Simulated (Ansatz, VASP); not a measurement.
## One calculation of RbBr, two programs

```
Rb Br
1.0
     0.00000    3.86950    3.86950
     3.96159    0.00000    3.86950
     3.96159    3.86950    0.00000
Rb Br
1 1
Direct
  0.00000 0.00000 0.00000
  0.25000 0.25000 0.25000
```

Change from the starting cell: uniaxial_x strain +2.4%.

Alike in both runs: task single point; functional r2SCAN; k mesh 6 × 6 × 6; no spin polarisation.

|  | VASP | Ansatz |
| --- | --- | --- |
| version | VASP 6.6.1 | Ansatz 0.2.0 |
| potentials or method | VASP PAW PBE potentials, release 64 (Rb_sv, Br) | plane waves, PAW |
| plane-wave cutoff (eV) | 520 | 500 |
| occupations | gaussian, width 0.01 eV | fixed |
| valence electrons in the cell | 16 | 16 |

Ansatz gave:

- gap on the k mesh at the Fermi level (eV): 4.61
- pressure (GPa): -0.2

Question: What did VASP give for the same quantities?

Answer: gap on the k mesh at the Fermi level (eV): 4.62; pressure (GPa): -0.2.

VASP's potentials were made for PBE, not for r2SCAN. Ansatz's warnings: xc potential rough in thin density.
